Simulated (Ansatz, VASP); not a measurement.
## MnSb: VASP beside Ansatz

```
CELL_PARAMETERS angstrom
4.15000 0.00000 0.00000
-2.07500 3.59401 0.00000
0.00000 0.00000 5.78000
ATOMIC_POSITIONS crystal
Sb 0.66667 0.33333 0.75000
Sb 0.33333 0.66667 0.25000
Mn 0.00000 0.00000 0.50000
Mn 0.00000 0.00000 0.00000
```

Alike in both runs: task relaxation of cell and atoms; functional PBE; dispersion D4; k mesh 7 × 7 × 5; occupations fermi-dirac, width 0.05 eV; collinear spin.

|  | VASP | Ansatz |
| --- | --- | --- |
| version | VASP 6.6.1 | Ansatz 0.2.0 |
| potentials or method | VASP PAW PBE potentials, release 64 (Sb, Mn_pv) | Ansatz PAW |
| plane-wave cutoff (eV) | 600 | 420 |
| valence electrons in the cell | 36 | 60 |

```tsv
	VASP	Ansatz	Ansatz less VASP
net moment per atom (μB)	1.47	1.48	+0.003
size of the moment on the site where the two differ most (μB)	0.12	0.10	-0.019
relaxed volume (Å³/atom)	19.13	19.15	+0.017
relaxed cell length with the largest relative difference (Å)	4.010	4.012	+0.0020
```

Site moments also hang on the region over which each program counts them. VASP's potentials hold 36 valence electrons a cell and Ansatz's 60, so a difference there can come from the potentials and not from the codes.

Spin-orbit coupling is off throughout. Noted on Ansatz's run: the plane-wave basis is chosen anew once the cell has moved, so the energies of steps on either side of that aren't comparable.
